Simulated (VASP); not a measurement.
# Tl (Fd-3m) in VASP: settings compared

Tl is run at these levels: PBE, HSE06; tasks: single point.

Everything below comes from runs of VASP 6.6.1. Logs are shortened: lines on timing, memory, paths and dates and some standing lists are left out, and cuts for length are marked.

### Step 1. The cell of the first run

It takes space group Fd-3m (No. 227, cubic). The conventional cell has a = 7.132 Å, b = 7.132 Å, c = 7.132 Å, α = 90.00°, β = 90.00°, γ = 90.00°. Within 4.1 Å of Tl (site symmetry -43m) lie 4 Tl at 3.09 Å.

This isn't the form of Tl at room conditions, which is hcp.

### Step 2. Single point, PBE

The input, INCAR:

```
SYSTEM = Tl
ALGO = Normal
EDIFF = 1E-6
ENCUT = 520
GGA = PE
ISIF = 2
ISMEAR = -1
LASPH = .TRUE.
LCHARG = .FALSE.
LREAL = .FALSE.
LWAVE = .FALSE.
NBANDS = 20
NELM = 60
PREC = Accurate
SIGMA = 0.1
```

The input, KPOINTS:

```
k-points
0
G
  4 4 4
  0 0 0
```

The input, POSCAR:

```
Tl
1.0
    0.0000000000      3.5660075255      3.5660075255
    3.5660075255      0.0000000000      3.5660075255
    3.5660075255      3.5660075255      0.0000000000
Tl
2
Direct
    0.1250000000      0.1250000000      0.1250000000
    0.8750000000      0.8750000000      0.8750000000
```

Potentials or basis: VASP PAW PBE potentials, release 64 (Tl_d).

The run is started by

```
cat potpaw_PBE.64/Tl_d/POTCAR > POTCAR
mpirun -np 1 vasp_std > vasp.out
```

OUTCAR:

```text
SYSTEM = Tl
   EDIFF = 1E-6
   ENCUT = 520
   GGA = PE
   ISIF = 2
   ISMEAR = -1
   LASPH = .TRUE.
   LREAL = .FALSE.
   NELM = 60
   PREC = Accurate

 ion  position               nearest neighbor table
   1  0.125  0.125  0.125-   2 3.09   2 3.09   2 3.09   2 3.09
   2  0.875  0.875  0.875-   1 3.09   1 3.09   1 3.09   1 3.09

  LATTYP: Found a face centered cubic cell.
 ALAT       =     7.1320150510

  Lattice vectors:

 A1 = (   0.0000000000,   3.5660075255,   3.5660075255)
 A2 = (   3.5660075255,   0.0000000000,   3.5660075255)
 A3 = (   3.5660075255,   3.5660075255,   0.0000000000)

Analysis of symmetry for initial positions (statically):
=====================================================================
 Subroutine PRICEL returns:
 Original cell was already a primitive cell.

 Routine SETGRP: Setting up the symmetry group for a
 face centered cubic supercell.

 Subroutine GETGRP returns: Found 48 space group operations
 (whereof 12 operations were pure point group operations)
 out of a pool of 48 trial point group operations.

The static configuration has the point symmetry D_3d.
 The point group associated with its full space group is O_h .

Analysis of symmetry for dynamics (positions and initial velocities):
=====================================================================
 Subroutine PRICEL returns:
 Original cell was already a primitive cell.

 Routine SETGRP: Setting up the symmetry group for a
 face centered cubic supercell.

 Subroutine GETGRP returns: Found 48 space group operations
 (whereof 12 operations were pure point group operations)
 out of a pool of 48 trial point group operations.

The dynamic configuration has the point symmetry D_3d.
 The point group associated with its full space group is O_h .

 Subroutine INISYM returns: Found 48 space group operations
 (whereof 12 operations are pure point group operations),
 and found     1 'primitive' translations

----------------------------------------------------------------------------------------

                                     Primitive cell

  volume of cell :      90.6936

  direct lattice vectors                    reciprocal lattice vectors
     0.000000000  3.566007525  3.566007525    -0.140212828  0.140212828  0.140212828
     3.566007525  0.000000000  3.566007525     0.140212828 -0.140212828  0.140212828
     3.566007525  3.566007525  0.000000000     0.140212828  0.140212828 -0.140212828

  length of vectors
     5.043096206  5.043096206  5.043096206     0.242855742  0.242855742  0.242855742

  position of ions in fractional coordinates (direct lattice)
     0.125000000  0.125000000  0.125000000
     0.875000000  0.875000000  0.875000000

  ion indices of the primitive-cell ions
   primitive index   ion index
                 1           1
                 2           2

----------------------------------------------------------------------------------------

 KPOINTS: k-points

Automatic generation of k-mesh.
 Grid dimensions read from file:
 generate k-points for:    4    4    4

 Generating k-lattice:

  Cartesian coordinates                     Fractional coordinates (reciprocal lattice)
    -0.035053207  0.035053207  0.035053207     0.250000000  0.000000000  0.000000000
     0.035053207 -0.035053207  0.035053207     0.000000000  0.250000000  0.000000000
     0.035053207  0.035053207 -0.035053207     0.000000000  0.000000000  0.250000000

  Length of vectors
     0.060713936  0.060713936  0.060713936

  Shift w.r.t. Gamma in fractional coordinates (k-lattice)
     0.000000000  0.000000000  0.000000000

 Subroutine IBZKPT returns following result:
 ===========================================

 Found      8 irreducible k-points:

 Following reciprocal coordinates:
            Coordinates               Weight
  0.000000  0.000000  0.000000      1.000000
  0.250000  0.000000  0.000000      8.000000
  0.500000  0.000000  0.000000      4.000000
  0.250000  0.250000  0.000000      6.000000
  0.500000  0.250000  0.000000     24.000000
 -0.250000  0.250000  0.000000     12.000000
  0.500000  0.500000  0.000000      3.000000
 -0.250000  0.500000  0.250000      6.000000
   k-points           NKPTS =      8   k-points in BZ     NKDIM =      8   number of bands    NBANDS=     20
   number of dos      NEDOS =    301   number of ions     NIONS =      2
   total plane-waves  NPLWV =  64000
   dimension x,y,z NGX =    40 NGY =   40 NGZ =   40
   dimension x,y,z NGXF=    80 NGYF=   80 NGZF=   80
   ions per type =               2
   NGX,Y,Z   is equivalent  to a cutoff of  13.19, 13.19, 13.19 a.u.
   NGXF,Y,Z  is equivalent  to a cutoff of  26.37, 26.37, 26.37 a.u.
 SYSTEM =  Tl
   PREC   = accura    normal or accurate (medium, high low for compatibility)
   ISTART =      0    job   : 0-new  1-cont  2-samecut
   ICHARG =      2    charge: 1-file 2-atom 10-const
   ISPIN  =      1    spin polarized calculation?
   LNONCOLLINEAR =      F non collinear calculations
   LSORBIT =      F    spin-orbit coupling
   LASPH  =      T    aspherical Exc in radial PAW
   ENCUT  =  520.0 eV  38.22 Ry    6.18 a.u.   9.38  9.38  9.38*2*pi/ulx,y,z
   NELM   =     60;   NELMIN=  2; NELMDL= -5     # of ELM steps
   EDIFF  = 0.1E-05   stopping-criterion for ELM
   LREAL  =      F    real-space projection
   EDIFFG = 0.1E-04   stopping-criterion for IOM
   NSW    =      0    number of steps for IOM
   IBRION =     -1    ionic relax: 0-MD 1-quasi-New 2-CG
   NFREE  =      0    steps in history (QN), initial steepest desc. (CG)
   ISIF   =      2    stress and relaxation
   ISYM   =      2    0-nonsym 1-usesym 2-fastsym
   POTIM  = 0.5000    time-step for ionic-motion
   TEBEG  =    0.0;   TEEND  =   0.0 temperature during run
   PSTRESS=    0.0 pullay stress
   NELECT =      26.0000    total number of electrons
   NUPDOWN=      -1.0000    fix difference up-down
   EMIN   =  10.00;   EMAX   =-10.00  energy-range for DOS
   EFERMI =   0.00;   METHOD = LEGACY
   ISMEAR =    -1;   SIGMA  =   0.10  broadening in eV -4-tet -1-fermi 0-gaus
   EFERMI_NEDOS =   21; number of points for ismear=-14 and -15
   IALGO  =     38    algorithm
   IMIX   =      4    mixing-type and parameters
     AMIX     =   0.40;   BMIX     =  1.00
     AMIX_MAG =   1.60;   BMIX_MAG =  1.00
  volume/ion in A,a.u.               =      45.35       306.02
  Fermi-wavevector in a.u.,A,eV,Ry     =   1.079461  2.039886 15.854004  1.165236
  Thomas-Fermi vector in A             =   2.215427
   LORBIT       =      0    0 simple, 1 ext, 2 COOP (PROOUT), +10 PAW based schemes
   GGA     = PE    functional components
   LHFCALC =     F    Hartree Fock is set to
   AEXX    =    0.0000 exact exchange contribution
   IVDW    =     0    specifies the selected vdW correction
   LEPSILON=     F    determine dielectric tensor
   LRPA    =     F    only Hartree local field effects (RPA)
 non-spin polarized calculation
  energy-cutoff  :      520.00
  volume of cell :       90.69
 maximum number of plane-waves:      2468
 NGX is ok and might be reduce to    40
   NGX = 19   NGY = 19   NGZ = 19

 number of electron      26.0000003 magnetization

 Free energy of the ion-electron system (eV)
  ---------------------------------------------------
  ext. energy  EPLUGINS =         0.00000000
  ---------------------------------------------------
  free energy    TOTEN  =        -3.81129907 eV

  energy without entropy =       -3.75354911  energy(sigma->0) =       -3.78242409

 E-fermi :   2.8600     XC(G=0):  -7.8000

 val. band max:        2.3810848724   @ k =   0.5000   0.5000   0.0000
 cond. band min:       2.9001277252   @ k =   0.5000   0.2500   0.0000
 fundamental gap:      0.5190428528
 Fermi energy:         2.8599916752

 k-point     1 :       0.0000    0.0000    0.0000
  band No.  band energies     occupation
      1      -9.1440      2.00000
      2      -9.1440      2.00000
      3      -9.1440      2.00000
      4      -9.0740      2.00000
      5      -9.0740      2.00000
      6      -8.5841      2.00000
      7      -8.5841      2.00000
      8      -8.5841      2.00000
      9      -8.5229      2.00000
     10      -8.5229      2.00000
     11      -5.8790      2.00000
     12       1.1379      2.00000
     13       4.8152      0.00000
     14       4.8152      0.00000
     15       4.8152      0.00000
     16       6.4772      0.00000
     17       6.4772      0.00000
     18       6.4772      0.00000
     19       7.4634      0.00000
     20      11.1291      0.00000

 k-point     2 :       0.2500    0.0000    0.0000
  band No.  band energies     occupation
      1      -9.1854      2.00000
      2      -9.1854      2.00000
      3      -9.1367      2.00000
      4      -9.0060      2.00000
      5      -9.0060      2.00000
      6      -8.6352      2.00000
      7      -8.6321      2.00000
      8      -8.6321      2.00000
      9      -8.4858      2.00000
     10      -8.4858      2.00000
     11      -5.3590      2.00000
     12      -0.4273      2.00000
     13       3.8118      0.00015
     14       4.0789      0.00001
     15       4.0789      0.00001
     16       7.2840      0.00000
     17       7.2840      0.00000
     18       7.7409      0.00000
     19       9.1434      0.00000
     20      10.5474      0.00000

 k-point     3 :       0.5000    0.0000    0.0000
  band No.  band energies     occupation
      1      -9.1958      2.00000
      2      -9.1958      2.00000
      3      -9.1292      2.00000
      4      -8.9792      2.00000
      5      -8.9792      2.00000
      6      -8.6840      2.00000
      7      -8.6452      2.00000
      8      -8.6452      2.00000
      9      -8.4732      2.00000
     10      -8.4732      2.00000
     11      -4.4933      2.00000
     12      -2.0649      2.00000
     13       3.3157      0.02076
     14       3.6410      0.00081
     15       3.6410      0.00081
     16       7.4618      0.00000
     17       7.4618      0.00000
     18       8.6615      0.00000
     19      11.1145      0.00000
     20      11.3222      0.00000

 k-point     4 :       0.2500    0.2500    0.0000
  band No.  band energies     occupation
      1      -9.1816      2.00000
      2      -9.1816      2.00000
      3      -9.1787      2.00000
      4      -8.9922      2.00000
      5      -8.9144      2.00000
      6      -8.8082      2.00000
      7      -8.6024      2.00000
      8      -8.5128      2.00000
      9      -8.5093      2.00000
     10      -8.5093      2.00000
     11      -5.1727      2.00000
     12      -0.6871      2.00000
     13       3.2036      0.06239
     14       3.2036      0.06239
     15       5.0043      0.00000
     16       5.7407      0.00000
     17       8.8002      0.00000
     18       8.8002      0.00000
     19       9.0847      0.00000
     20      10.5887      0.00000

 k-point     5 :       0.5000    0.2500    0.0000
  band No.  band energies     occupation
      1      -9.2448      2.00000
      2      -9.2083      2.00000
      3      -9.0903      2.00000
      4      -8.9104      2.00000
      5      -8.8827      2.00000
      6      -8.8439      2.00000
      7      -8.6970      2.00000
      8      -8.6487      2.00000
      9      -8.4533      2.00000
     10      -8.4155      2.00000
     11      -4.1991      2.00000
     12      -2.2283      2.00000
     13       1.8885      1.99988
     14       2.9001      0.80197
     15       5.1190      0.00000
     16       6.9070      0.00000
     17       8.2547      0.00000
     18       9.0780      0.00000
     19      11.2282      0.00000
     20      11.6753      0.00000

 k-point     6 :      -0.2500    0.2500    0.0000
  band No.  band energies     occupation
      1      -9.2330      2.00000
      2      -9.2189      2.00000
      3      -9.0723      2.00000
      4      -8.9730      2.00000
      5      -8.9017      2.00000
      6      -8.7399      2.00000
      7      -8.7331      2.00000
      8      -8.6464      2.00000
      9      -8.4396      2.00000
     10      -8.4376      2.00000
     11      -4.5969      2.00000
     12      -1.6900      2.00000
     13       1.8459      1.99992
     14       3.5840      0.00143
     15       5.1201      0.00000
     16       7.7624      0.00000
     17       7.8695      0.00000
     18       8.0191      0.00000
     19      10.2378      0.00000
     20      10.7798      0.00000

 k-point     7 :       0.5000    0.5000    0.0000
  band No.  band energies     occupation
      1      -9.2138      2.00000
      2      -9.2138      2.00000
      3      -9.0667      2.00000
      4      -9.0667      2.00000
      5      -8.7961      2.00000
      6      -8.7961      2.00000
      7      -8.6815      2.00000
      8      -8.6815      2.00000
      9      -8.4381      2.00000
     10      -8.4381      2.00000
     11      -3.2682      2.00000
     12      -3.2682      2.00000
     13       2.3811      1.98350
     14       2.3811      1.98350
     15       4.8283      0.00000
     16       4.8284      0.00000
     17      11.0880      0.00000
     18      11.0880      0.00000
     19      11.7454      0.00000
     20      11.7454      0.00000

 k-point     8 :      -0.2500    0.5000    0.2500
  band No.  band energies     occupation
      1      -9.2490      2.00000
      2      -9.2490      2.00000
      3      -8.9687      2.00000
      4      -8.9687      2.00000
      5      -8.8210      2.00000
      6      -8.8210      2.00000
      7      -8.7529      2.00000
      8      -8.7529      2.00000
      9      -8.4052      2.00000
     10      -8.4052      2.00000
     11      -3.2377      2.00000
     12      -3.2377      2.00000
     13       1.8680      1.99990
     14       1.8680      1.99990
     15       6.8350      0.00000
     16       6.8350      0.00000
     17       7.9835      0.00000
     18       7.9835      0.00000
     19      12.3074      0.00000
     20      12.3074      0.00000

------------------------ aborting loop because EDIFF is reached ----------------------------------------

  FORCE on cell =-STRESS in cart. coord.  units (eV):
  Direction    XX          YY          ZZ          XY          YZ          ZX
  --------------------------------------------------------------------------------------
  -------------------------------------------------------------------------------------
  Total       -0.2381945     -0.2381945     -0.2381945     -0.0000000      0.0000000      0.0000000
  in kB       -4.2079015     -4.2079015     -4.2079015     -0.0000000      0.0000000      0.0000000
  external PRESSURE =      -4.2079015 kB  Pullay stress =       0.0000000 kB

 VOLUME and BASIS-vectors are now :
 -----------------------------------------------------------------------------
  energy-cutoff  :      520.00
  volume of cell :       90.69
      direct lattice vectors                 reciprocal lattice vectors
     0.000000000  3.566007525  3.566007525    -0.140212828  0.140212828  0.140212828
     3.566007525  0.000000000  3.566007525     0.140212828 -0.140212828  0.140212828
     3.566007525  3.566007525  0.000000000     0.140212828  0.140212828 -0.140212828

 POSITION                                       TOTAL-FORCE (eV/Angst)
 -----------------------------------------------------------------------------------
      0.89150      0.89150      0.89150         0.000000     -0.000000      0.000000
      6.24051      6.24051      6.24051        -0.000000      0.000000     -0.000000
 -----------------------------------------------------------------------------------
    total drift:                                0.000000      0.000000     -0.000000

  FREE ENERGIE OF THE ION-ELECTRON SYSTEM (eV)
  ---------------------------------------------------
  free  energy   TOTEN  =        -3.8112990679 eV

  energy  without entropy=       -3.7535491100  energy(sigma->0) =       -3.78242409
```

It took 13 s on 1 thread of Intel Xeon Platinum 8259CL at 2.50GHz (Skylake/Cascade Lake), shared host; peak memory 0.22 GiB.

Results:

```yaml
Free_energy: -3.8113 eV
Pressure: -0.4 GPa
Band_gap_on_the_k_mesh: zero (bands 13 and 14 overlap by 2.95 eV)
```

Levels at points of the mesh, in eV from the Fermi level:
```
           k point  band 8  band 9  band 10  band 11  band 12  band 13  band 14  band 15  band 16  band 17
(0.00, 0.00, 0.00)  -11.44  -11.38   -11.38    -8.74    -1.72     1.96     1.96     1.96     3.62     3.62
(0.50, 0.00, 0.00)  -11.51  -11.33   -11.33    -7.35    -4.92     0.46     0.78     0.78     4.60     4.60
(0.50, 0.50, 0.00)  -11.54  -11.30   -11.30    -6.13    -6.13    -0.48    -0.48     1.97     1.97     8.23
```

Caveat: the k points lie up to 0.38 Å⁻¹ apart, too coarse for converged energies and pressures of a metal; spin-orbit coupling is left out, which moves the levels of the heavy elements.

### Step 3. Single point, HSE06

POSCAR is that of step 2.

The input, INCAR.step1:

```
SYSTEM = Tl
PREC = Accurate
ENCUT = 520
EDIFF = 1E-5
ISMEAR = -1
SIGMA = 0.1
LREAL = .False.
LASPH = .True.
NELM = 80
ALGO = Normal
ISIF = 2
LWAVE = .True.
LCHARG = .False.
GGA = PE
NBANDS = 20
```

The input, INCAR.step2:

```
SYSTEM = Tl
PREC = Accurate
ENCUT = 520
EDIFF = 1E-6
ISMEAR = -1
SIGMA = 0.1
LREAL = .False.
LASPH = .True.
NELM = 80
ALGO = Normal
ISIF = 2
LWAVE = .False.
LCHARG = .False.
GGA = PE
LHFCALC = .True.
HFSCREEN = 0.2079
PRECFOCK = Normal
ISTART = 1
NBANDS = 20
```

The input, KPOINTS:

```
Automatic mesh
0
Gamma
  4 4 4
  0 0 0
```

Potentials or basis: VASP PAW PBE potentials, release 64 (Tl_d).

The run is started by

```
cat potpaw_PBE.64/Tl_d/POTCAR > POTCAR
cp INCAR.step1 INCAR
mpirun -np 1 vasp_std > vasp.out
cp INCAR.step2 INCAR
mpirun -np 1 vasp_std > vasp.out
```

Run time: 34 min. Hardware: 1 thread of Intel Xeon Platinum 8259CL at 2.50GHz (Skylake/Cascade Lake), shared host; peak memory 0.34 GiB.

The run converged. Its results:

```
Free energy            : -4.2834 eV
Pressure               : -1.1 GPa
Band gap on the k mesh : zero (bands 13 and 14 overlap by 3.33 eV)
```

Levels at points of the mesh, in eV from the Fermi level:
| k point | band 10 | band 11 | band 12 | band 13 | band 14 | band 15 |
| --- | --- | --- | --- | --- | --- | --- |
| (0.00, 0.00, 0.00) | -13.14 | -9.78 | -1.68 | 2.18 | 2.18 | 2.18 |
| (0.50, 0.00, 0.00) | -13.08 | -8.19 | -5.46 | 0.56 | 0.88 | 0.88 |
| (0.50, 0.50, 0.00) | -13.05 | -6.80 | -6.80 | -0.56 | -0.56 | 2.11 |

Caveat: the k points lie up to 0.38 Å⁻¹ apart, too coarse for converged energies and pressures of a metal; the PAW data sets were made with another functional, which shifts forces and pressure a little; spin-orbit coupling is left out, which moves the levels of the heavy elements.

The gap in the log of VASP goes by the Fermi energy; the results here count the filled bands.